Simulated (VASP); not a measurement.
Set up this calculation in VASP 6.6.1, as the native input.

- Task: single point
- Functional: PBE
- Potentials or basis: VASP PAW PBE potentials, release 64 (K_sv, Ta_pv, O)
- Cutoff: 520 eV
- k mesh: 8 × 8 × 8
- Occupations: gaussian, width 0.05 eV
- Spin: no spin polarisation
- Dipole correction: no
- Further INCAR settings: ALGO = Normal; EDIFF = 1e-07; NBANDS = 27

The structure of KTaO3 lies in POSCAR:

```
KTaO3
1.0
    4.1606176460      0.0000000000      0.0000000000
    0.0000000000      4.1606176460      0.0000000000
    0.0000000000      0.0000000000      3.9172215138
K Ta O
1 1 3
Direct
    0.5000000000      0.5000000000      0.5000000000
    0.0000000000      0.0000000000      0.0000000000
    0.5000000000      0.0000000000      0.0000000000
    0.0000000000      0.5000000000      0.0000000000
    0.0000000000      0.0000000000      0.5000000000
```

This cell differs from its parent crystal: volume 13.562 Å^3 an atom, c/a of the conventional cell 0.9415.

These files were run (other wordings do the same):

INCAR

```
ALGO = Normal ; EDIFF = 1E-7
ENCUT = 520 ; GGA = PE
ISIF = 2 ; ISMEAR = 0
LASPH = True ; LCHARG = False
LREAL = False ; LWAVE = False
NBANDS = 27 ; NELM = 60
PREC = Accurate ; SIGMA = 0.05
```

KPOINTS

```
k-points
0
Gamma
  8 8 8
```

Potentials or basis: VASP PAW PBE potentials, release 64 (K_sv, Ta_pv, O).

Launch:

```console
$ cat potpaw_PBE.64/K_sv/POTCAR potpaw_PBE.64/Ta_pv/POTCAR potpaw_PBE.64/O/POTCAR > POTCAR
$ mpirun -np 1 vasp_std > vasp.out
```

It gave:

```
Pressure               : -5.1 GPa
Band gap on the k mesh : 1.91 eV, indirect (least direct gap 2.54 eV)
```

Caveat: spin-orbit coupling is left out, which moves the levels of the heavy elements.

Run time: 47 s on 1 thread of Intel(R) Xeon(R) 6975P-C (Granite Rapids), on a shared host, peak memory 0.27 GiB.
